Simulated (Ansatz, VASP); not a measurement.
# Ni in VASP and in Ansatz

```
Ni
1.0
    -1.38372    1.38372    1.38372
     1.38372   -1.38372    1.38372
     1.38372    1.38372   -1.38372
Ni
1
Direct
  0.00000 0.00000 0.00000
```

Alike in both runs: task single point; functional r2SCAN; k mesh 26 × 26 × 26; occupations gaussian, width 0.15 eV; collinear spin.

```csv
,VASP,Ansatz
version,VASP 6.6.1,Ansatz 0.2.0
potentials or method,"VASP PAW PBE potentials, release 64 (Ni), cutoff 520 eV","scalar-relativistic, plane waves, PAW"
valence electrons in the cell,10,18
```

```tsv
	VASP	Ansatz	Ansatz less VASP
gap on the k mesh at the Fermi level (eV)	none	none	-
pressure (GPa)	0.2	-0.4	-0.54
net moment per atom (μB)	0.62	0.63	+0.013
size of the moment on the site where the two differ most (μB)	0.63	0.69	+0.054
```

VASP's potentials were made for PBE, not for r2SCAN. Site moments also hang on the region over which each program counts them. A gap of «none» marks a metal or a gap that the smearing closes. VASP's potentials hold 10 valence electrons a cell and Ansatz's 18, so a difference there can come from the potentials and not from the codes. Ansatz's warnings: stability check not made.
